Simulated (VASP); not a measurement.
The system is TiCo3.

```xyz
4
Lattice="3.3744 0.0000 0.0000 0.0000 3.3744 0.0000 0.0000 0.0000 3.3744" Properties=species:S:1:pos:R:3 pbc="T T T"
Ti    0.0000    0.0000    0.0000
Co    0.0000    1.6872    1.6872
Co    1.6872    0.0000    1.6872
Co    1.6872    1.6872    0.0000
```

Base run:

- Program: VASP 6.6.1
- Functional: PBEsol
- Potentials or basis: VASP PAW PBE potentials, release 64 (Ti_sv, Co)
- Cutoff: 520 eV
- k mesh: 12 × 12 × 12
- Occupations: gaussian, width 0.15 eV
- Spin: collinear spin, ferromagnetic start
- Starting moments: [0.3, 0.66, 0.66, 0.66] μB
- Fixed moment: 2.28 μB

Its results: pressure 46.2 GPa; site moments Ti -0.19; Co +0.82 μB.

**Question.** The run is repeated on the same cell with these changes: fixed moment from 2.28 μB to 4.56 μB; moments at the start from [0.3, 0.66, 0.66, 0.66] to [0.6, 1.32, 1.32, 1.32]. What comes out?

**Answer.** Pressure 59.8 GPa; site moments Ti +0.26; Co +1.39 μB.

Caveats: the cell stands under pressure; the PAW data sets were made with another functional, which shifts forces and pressure a little; the total moment is fixed, so each spin has its own Fermi level and the state may be an excited one.
